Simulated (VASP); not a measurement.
# Ir (P6_3/mmc) in VASP: a series of runs

Ir is run at these levels: RPBE; tasks: single point, relaxation of cell and atoms.

Everything below comes from runs of VASP 6.6.1. Logs are shortened: lines on timing, memory, paths and dates and some standing lists are left out, and cuts for length are marked.

### 1 The cell of the first run

The structure is hexagonal, space group P6_3/mmc (No. 194). Conventional cell: a = 2.760 Å, b = 2.760 Å, c = 4.475 Å, α = 90.00°, β = 90.00°, γ = 120.00°. Ir (site symmetry -6m2) has 12 Ir at 2.75 to 2.76 Å within 3.6 Å.

### 2 Single point, RPBE

Contents of INCAR:

```
ALGO = Normal
EDIFF = 1E-7
ENCUT = 520
GGA = RP
ISIF = 2
ISMEAR = -1
LASPH = True
LCHARG = True
LELF = True
LREAL = False
LVHAR = True
LWAVE = False
NBANDS = 16
NELM = 80
PREC = Accurate
SIGMA = 0.1
```

Contents of KPOINTS:

```
k-points
0
Gamma
  15 15 8
```

Contents of POSCAR:

```
Ir
1.0
    2.7599121322      0.0000000000      0.0000000000
   -1.3799560661      2.3901540187      0.0000000000
    0.0000000000      0.0000000000      4.4753356895
Ir
2
Direct
    0.3333333333      0.6666666667      0.2500000000
    0.6666666667      0.3333333333      0.7500000000
```

Potentials or basis: VASP PAW PBE potentials, release 64 (Ir).

Command:

```bash
> cat potpaw_PBE.64/Ir/POTCAR > POTCAR
> mpirun -np 1 vasp_std > vasp.out
```

OUTCAR:

```text
EDIFF = 1E-7
   ENCUT = 520
   GGA = RP
   ISIF = 2
   ISMEAR = -1
   LASPH = True
   LREAL = False
   NELM = 80
   PREC = Accurate

 ion  position               nearest neighbor table
   1  0.333  0.667  0.250-   2 2.75   2 2.75   2 2.75   2 2.75   2 2.75   2 2.75
   2  0.667  0.333  0.750-   1 2.75   1 2.75   1 2.75   1 2.75   1 2.75   1 2.75

  LATTYP: Found a hexagonal cell.
 ALAT       =     2.7599121322
 C/A-ratio  =     1.6215500622

  Lattice vectors:

 A1 = (   2.7599121322,   0.0000000000,   0.0000000000)
 A2 = (  -1.3799560661,   2.3901540187,   0.0000000000)
 A3 = (   0.0000000000,   0.0000000000,   4.4753356895)

Analysis of symmetry for initial positions (statically):
=====================================================================
 Subroutine PRICEL returns:
 Original cell was already a primitive cell.

 Routine SETGRP: Setting up the symmetry group for a
 hexagonal supercell.

 Subroutine GETGRP returns: Found 24 space group operations
 (whereof 12 operations were pure point group operations)
 out of a pool of 24 trial point group operations.

The static configuration has the point symmetry D_3d.
 The point group associated with its full space group is D_6h.

Analysis of symmetry for dynamics (positions and initial velocities):
=====================================================================
 Subroutine PRICEL returns:
 Original cell was already a primitive cell.

 Routine SETGRP: Setting up the symmetry group for a
 hexagonal supercell.

 Subroutine GETGRP returns: Found 24 space group operations
 (whereof 12 operations were pure point group operations)
 out of a pool of 24 trial point group operations.

The dynamic configuration has the point symmetry D_3d.
 The point group associated with its full space group is D_6h.

 Subroutine INISYM returns: Found 24 space group operations
 (whereof 12 operations are pure point group operations),
 and found     1 'primitive' translations

----------------------------------------------------------------------------------------

                                     Primitive cell

  volume of cell :      29.5221

  direct lattice vectors                    reciprocal lattice vectors
     2.759912132  0.000000000  0.000000000     0.362330376  0.209191540  0.000000000
    -1.379956066  2.390154019  0.000000000     0.000000000  0.418383080  0.000000000
     0.000000000  0.000000000  4.475335689     0.000000000  0.000000000  0.223446925

  length of vectors
     2.759912132  2.759912132  4.475335689     0.418383080  0.418383080  0.223446925

  position of ions in fractional coordinates (direct lattice)
     0.333333333  0.666666667  0.250000000
     0.666666667  0.333333333  0.750000000

  ion indices of the primitive-cell ions
   primitive index   ion index
                 1           1
                 2           2

----------------------------------------------------------------------------------------

 KPOINTS: k-points

Automatic generation of k-mesh.
 Grid dimensions read from file:
 generate k-points for:   15   15    8

 Generating k-lattice:

  Cartesian coordinates                     Fractional coordinates (reciprocal lattice)
     0.024155358  0.013946103  0.000000000     0.066666667  0.000000000  0.000000000
     0.000000000  0.027892205  0.000000000     0.000000000  0.066666667  0.000000000
     0.000000000  0.000000000  0.027930866     0.000000000  0.000000000  0.125000000

  Length of vectors
     0.027892205  0.027892205  0.027930866

  Shift w.r.t. Gamma in fractional coordinates (k-lattice)
     0.000000000  0.000000000  0.000000000

 Subroutine IBZKPT returns following result:
 ===========================================

 Found    135 irreducible k-points:

 Following reciprocal coordinates:
            Coordinates               Weight
  0.000000  0.000000  0.000000      1.000000
  0.066667 -0.000000  0.000000      6.000000
  0.133333  0.000000  0.000000      6.000000
  0.200000  0.000000  0.000000      6.000000
  0.266667  0.000000  0.000000      6.000000
  0.333333 -0.000000  0.000000      6.000000
[... 16 lines left out ...]
  0.333333  0.200000  0.000000     12.000000
  0.400000  0.200000  0.000000      6.000000
 [... further k-points ...]
   k-points           NKPTS =    135   k-points in BZ     NKDIM =    135   number of bands    NBANDS=     16
   number of dos      NEDOS =    301   number of ions     NIONS =      2
   total plane-waves  NPLWV =  20736
   dimension x,y,z NGX =    24 NGY =   24 NGZ =   36
   dimension x,y,z NGXF=    48 NGYF=   48 NGZF=   72
   ions per type =               2
   NGX,Y,Z   is equivalent  to a cutoff of  14.46, 14.46, 13.37 a.u.
   NGXF,Y,Z  is equivalent  to a cutoff of  28.91, 28.91, 26.75 a.u.
 SYSTEM =  unknown system
   PREC   = accura    normal or accurate (medium, high low for compatibility)
   ISTART =      0    job   : 0-new  1-cont  2-samecut
   ICHARG =      2    charge: 1-file 2-atom 10-const
   ISPIN  =      1    spin polarized calculation?
   LNONCOLLINEAR =      F non collinear calculations
   LSORBIT =      F    spin-orbit coupling
   LASPH  =      T    aspherical Exc in radial PAW
   ENCUT  =  520.0 eV  38.22 Ry    6.18 a.u.   5.13  5.13  8.32*2*pi/ulx,y,z
   NELM   =     80;   NELMIN=  2; NELMDL= -5     # of ELM steps
   EDIFF  = 0.1E-06   stopping-criterion for ELM
   LREAL  =      F    real-space projection
   EDIFFG = 0.1E-05   stopping-criterion for IOM
   NSW    =      0    number of steps for IOM
   IBRION =     -1    ionic relax: 0-MD 1-quasi-New 2-CG
   NFREE  =      0    steps in history (QN), initial steepest desc. (CG)
   ISIF   =      2    stress and relaxation
   ISYM   =      2    0-nonsym 1-usesym 2-fastsym
   POTIM  = 0.5000    time-step for ionic-motion
   TEBEG  =    0.0;   TEEND  =   0.0 temperature during run
   PSTRESS=    0.0 pullay stress
   NELECT =      18.0000    total number of electrons
   NUPDOWN=      -1.0000    fix difference up-down
   EMIN   =  10.00;   EMAX   =-10.00  energy-range for DOS
   EFERMI =   0.00;   METHOD = LEGACY
   ISMEAR =    -1;   SIGMA  =   0.10  broadening in eV -4-tet -1-fermi 0-gaus
   EFERMI_NEDOS =   21; number of points for ismear=-14 and -15
   IALGO  =     38    algorithm
   IMIX   =      4    mixing-type and parameters
     AMIX     =   0.40;   BMIX     =  1.00
     AMIX_MAG =   1.60;   BMIX_MAG =  1.00
  volume/ion in A,a.u.               =      14.76        99.61
  Fermi-wavevector in a.u.,A,eV,Ry     =   1.388194  2.623306 26.219540  1.927082
  Thomas-Fermi vector in A             =   2.512343
   LORBIT       =      0    0 simple, 1 ext, 2 COOP (PROOUT), +10 PAW based schemes
   GGA     = RP    functional components
   LHFCALC =     F    Hartree Fock is set to
   AEXX    =    0.0000 exact exchange contribution
   IVDW    =     0    specifies the selected vdW correction
   LEPSILON=     F    determine dielectric tensor
   LRPA    =     F    only Hartree local field effects (RPA)
 non-spin polarized calculation
  energy-cutoff  :      520.00
  volume of cell :       29.52
 maximum number of plane-waves:       808
 NGX is ok and might be reduce to    24
   NGX = 11   NGY = 11   NGZ = 17

 number of electron      17.9999998 magnetization

 Free energy of the ion-electron system (eV)
  ---------------------------------------------------
  ext. energy  EPLUGINS =         0.00000000
  ---------------------------------------------------
  free energy    TOTEN  =       -16.27823222 eV

  energy without entropy =      -16.19620167  energy(sigma->0) =      -16.23721695

 E-fermi :   9.8711     XC(G=0): -13.6942

 val. band max:        9.8617886529   @ k =   0.2000   0.0667   0.3750
 cond. band min:       9.8746543985   @ k =   0.1333   0.0667   0.5000
 fundamental gap:      0.0128657455
 Fermi energy:         9.8711282431

 k-point     1 :       0.0000    0.0000    0.0000
  band No.  band energies     occupation
      1      -0.8849      2.00000
      2       2.1370      2.00000
      3       6.1734      2.00000
      4       6.2705      2.00000
      5       6.2705      2.00000
      6       6.8843      2.00000
[... 8 lines left out ...]
     15      26.2739      0.00000
     16      27.2467      0.00000

 k-point     2 :       0.0667   -0.0000    0.0000
  band No.  band energies     occupation
      1      -0.7182      2.00000
      2       2.2850      2.00000
      3       5.8959      2.00000
      4       6.4085      2.00000
      5       6.5134      2.00000
      6       6.7970      2.00000
[... 8 lines left out ...]
     15      26.4916      0.00000
     16      27.4922      0.00000

 k-point     3 :       0.1333    0.0000    0.0000
  band No.  band energies     occupation
      1      -0.2365      2.00000
      2       2.6860      2.00000
      3       5.5212      2.00000
      4       6.5139      2.00000
      5       6.6592      2.00000
      6       6.8139      2.00000
[... 8 lines left out ...]
     15      27.0100      0.00000
     16      27.5653      0.00000

 k-point     4 :       0.2000    0.0000    0.0000
  band No.  band energies     occupation
      1       0.4983      2.00000
      2       3.1640      2.00000
      3       5.2291      2.00000
      4       5.6632      2.00000
      5       6.2441      2.00000
      6       6.9395      2.00000
[... 8 lines left out ...]
     15      26.6818      0.00000
     16      26.8400      0.00000
[... 324 lines left out ...]
 k-point    22 :       0.2667    0.2000    0.0000
  band No.  band energies     occupation
      1       3.3051      2.00000
      2       3.7794      2.00000
      3       4.0035      2.00000
      4       4.7864      2.00000
      5       5.7134      2.00000
      6       6.7152      2.00000
[... 8 lines left out ...]
     15      19.7364      0.00000
     16      24.9776      0.00000

 k-point    23 :       0.3333    0.2000    0.0000
  band No.  band energies     occupation
      1       3.5340      2.00000
      2       3.6180      2.00000
      3       3.8012      2.00000
      4       5.3492      2.00000
      5       5.7255      2.00000
      6       6.4122      2.00000
[... 8 lines left out ...]
     15      21.0342      0.00000
     16      23.6218      0.00000

 k-point    24 :       0.4000    0.2000    0.0000
  band No.  band energies     occupation
      1       3.4496      2.00000
      2       3.6991      2.00000
      3       3.7191      2.00000
      4       5.6205      2.00000
      5       5.7712      2.00000
      6       6.2646      2.00000
[... 8 lines left out ...]
     15      21.6353      0.00000
     16      22.5498      0.00000

 [... further k-points ...]

------------------------ aborting loop because EDIFF is reached ----------------------------------------

  FORCE on cell =-STRESS in cart. coord.  units (eV):
  Direction    XX          YY          ZZ          XY          YZ          ZX
  --------------------------------------------------------------------------------------
  -------------------------------------------------------------------------------------
  Total        0.0493043      0.0493043      0.0244769     -0.0000000      0.0000000      0.0000000
  in kB        2.6757714      2.6757714      1.3283743     -0.0000000      0.0000000      0.0000000
  external PRESSURE =       2.2266391 kB  Pullay stress =       0.0000000 kB

 VOLUME and BASIS-vectors are now :
 -----------------------------------------------------------------------------
  energy-cutoff  :      520.00
  volume of cell :       29.52
      direct lattice vectors                 reciprocal lattice vectors
     2.759912132  0.000000000  0.000000000     0.362330376  0.209191540  0.000000000
    -1.379956066  2.390154019  0.000000000     0.000000000  0.418383080  0.000000000
     0.000000000  0.000000000  4.475335689     0.000000000  0.000000000  0.223446925

 POSITION                                       TOTAL-FORCE (eV/Angst)
 -----------------------------------------------------------------------------------
     -0.00000      1.59344      1.11883        -0.000000     -0.000000      0.000000
      1.37996      0.79672      3.35650         0.000000      0.000000      0.000000
 -----------------------------------------------------------------------------------
    total drift:                               -0.000000      0.000000     -0.000000

  FREE ENERGIE OF THE ION-ELECTRON SYSTEM (eV)
  ---------------------------------------------------
  free  energy   TOTEN  =       -16.2782322233 eV

  energy  without entropy=      -16.1962016685  energy(sigma->0) =      -16.23721695
```

It took 22 s on 1 thread of Intel Xeon 6975P-C (Granite Rapids), shared host; peak memory 0.19 GiB.

Results:

* Free energy: -16.2782 eV
* Pressure: 0.2 GPa
* Band gap on the k mesh: zero (band 9 reaches 10.76 eV, above the bottom of band 10 at 7.72 eV)

Levels at points of the mesh, in eV from the Fermi level:
| k point | band 7 | band 8 | band 9 | band 10 | band 11 | band 12 |
| --- | --- | --- | --- | --- | --- | --- |
| (0.00, 0.00, 0.00) | -2.99 | -2.24 | -2.24 | -0.70 | 0.25 | 0.25 |
| (0.00, 0.00, 0.50) | -3.72 | -3.72 | -0.45 | -0.45 | -0.45 | -0.45 |

Caveat: the PAW data sets were made with another functional, which shifts forces and pressure a little; spin-orbit coupling is left out, which moves the levels of the heavy elements.

(Continued in part 2 of 2.)
